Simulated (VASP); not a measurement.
Crystal: Ni.

```
Ni
1.0
     0.00000    1.73757    1.73757
     1.73757    0.00000    1.73757
     1.73757    1.73757    0.00000
Ni
1
Direct
  0.00000 0.00000 0.00000
```

- Program: VASP 6.6.1
- Task: relaxation of cell and atoms
- Functional: PBE
- Potentials or basis: VASP PAW PBE potentials, release 64 (Ni)
- Cutoff: 600 eV
- k mesh: 19 × 19 × 19
- Occupations: methfessel-paxton, width 0.1 eV
- Spin: no spin polarisation

At the start: pressure 6.5 GPa; volume 10.49 Å³/atom.

Task: Where does the relaxation end?

Result: Over 3 steps the energy falls by 6.4 meV/atom and the volume is 10.81 Å³/atom (+3.1 %); space group Fm-3m (No. 225, to 0.05 Å).

Step by step:
| step | energy change (eV) | largest force (eV/Å) | pressure (GPa) | volume (Å³) |
| --- | --- | --- | --- | --- |
| 1 | 0.0000 | 0.0000 | 6.54 | 10.49 |
| 2 | 0.0000 | 0.0000 | -5.76 | 11.16 |
| 3 | -0.0064 | 0.0000 | -0.01 | 10.81 |

Final structure:
```
CELL_PARAMETERS angstrom
0.00000 1.75522 1.75522
1.75522 0.00000 1.75522
1.75522 1.75522 0.00000
ATOMIC_POSITIONS crystal
Ni 0.00000 0.00000 0.00000
```

Caveat: the run has no spin polarisation, though such a crystal can be magnetic.
